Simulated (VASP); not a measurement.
ScTeI4: single point with PBE

The system is ScTeI4.

```xyz
6
Lattice="7.0801 0.0000 0.0000 -3.5400 6.1315 0.0000 0.0000 0.0000 5.7711" Properties=species:S:1:pos:R:3 pbc="T T T"
Sc    0.0000    0.0000    2.8856
Te    0.0000    0.0000    0.0000
I     0.0000    4.0877    4.3365
I     0.0000    4.0877    1.4347
I     3.5400    2.0438    4.3365
I     3.5400    2.0438    1.4347
```

The cell was built from a structure type or drawn by symmetry, and may not be a known phase.

```json
{"Program": "VASP 6.6.1", "Task": "single point", "Functional": "PBE", "Potentials or basis": "VASP PAW PBE potentials, release 64 (Sc_sv, Te, I)", "Cutoff": "520 eV", "k mesh": "3 × 3 × 4", "Occupations": "gaussian, width 0.1 eV", "Spin": "no spin polarisation"}
```

- Pressure: 0.1 GPa
- Largest force: 0.014 eV/Å
- Band gap on the k mesh: zero (an odd number of electrons rules out a gap without spin polarisation)

Forces on the atoms (eV/Å):
```
Sc   0.000  0.000  0.000
Te   0.000  0.000  0.000
I    0.000  0.000  0.014
I    0.000  0.000 -0.014
I    0.000  0.000  0.014
I    0.000  0.000 -0.014
```

Levels at points of the mesh, in eV from the Fermi level:
```tsv
k point	band 20	band 21	band 22	band 23	band 24	band 25
(0.00, 0.00, 0.00)	-0.61	-0.49	-0.49	0.28	0.28	0.41
(0.00, 0.00, 0.50)	-1.86	-1.79	-1.68	-0.59	-0.59	0.34
```

It took 72 s on 1 thread of AMD EPYC 9R45 96-Core Processor (Zen 5), with other jobs on the host, peak memory 0.37 GiB.

Caveat: spin-orbit coupling is left out, which moves the levels of the heavy elements; an odd number of electrons without spin polarisation forces a metal; a magnetic or distorted state may lie lower.
